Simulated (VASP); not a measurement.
A run of VASP 6.6.1:

Contents of INCAR:

```
PREC = Accurate
ENCUT = 520
EDIFF = 1E-6
ISMEAR = -1
SIGMA = 0.02
LREAL = F
LASPH = T
NELM = 100
ALGO = Normal
ISIF = 2
LWAVE = F
LCHARG = F
GGA = PE
NBANDS = 66
```

The input KPOINTS:

```
Automatic mesh
0
Gamma
  12 12 2
```

The input POSCAR:

```
ZnS
1.0
    3.8468959591      0.0000000000      0.0000000000
   -1.9234479795      3.3315096263      0.0000000000
    0.0000000000      0.0000000000     18.8727445085
Zn S
6 6
Direct
    0.3333333333      0.6666666667      0.8332754782
    0.6666666667      0.3333333333      0.3332754782
    0.6666666667      0.3333333333      0.6667977294
    0.3333333333      0.6666666667      0.1667977294
    0.0000000000      0.0000000000      0.5000194290
    0.0000000000      0.0000000000      1.0000194290
    0.3333333333      0.6666666667      0.9581469409
    0.6666666667      0.3333333333      0.4581469409
    0.6666666667      0.3333333333      0.7916425965
    0.3333333333      0.6666666667      0.2916425965
    0.0000000000      0.0000000000      0.6251188159
    0.0000000000      0.0000000000      0.1251188159
```

Potentials or basis: VASP PAW PBE potentials, release 64 (Zn, S).

Command:

```sh
$ cat potpaw_PBE.64/Zn/POTCAR potpaw_PBE.64/S/POTCAR > POTCAR
$ mpirun -np 1 vasp_std > vasp.out
```

Hardware: 1 thread of Intel(R) Xeon(R) Platinum 8259CL CPU @ 2.50GHz (Skylake/Cascade Lake) (shared host).

Estimate the wall time of this run.

It took 14 min on 1 thread of Intel(R) Xeon(R) Platinum 8259CL CPU @ 2.50GHz (Skylake/Cascade Lake), with other jobs on the host, peak memory 0.62 GiB. Counts: scf iterations 16, k points 38.
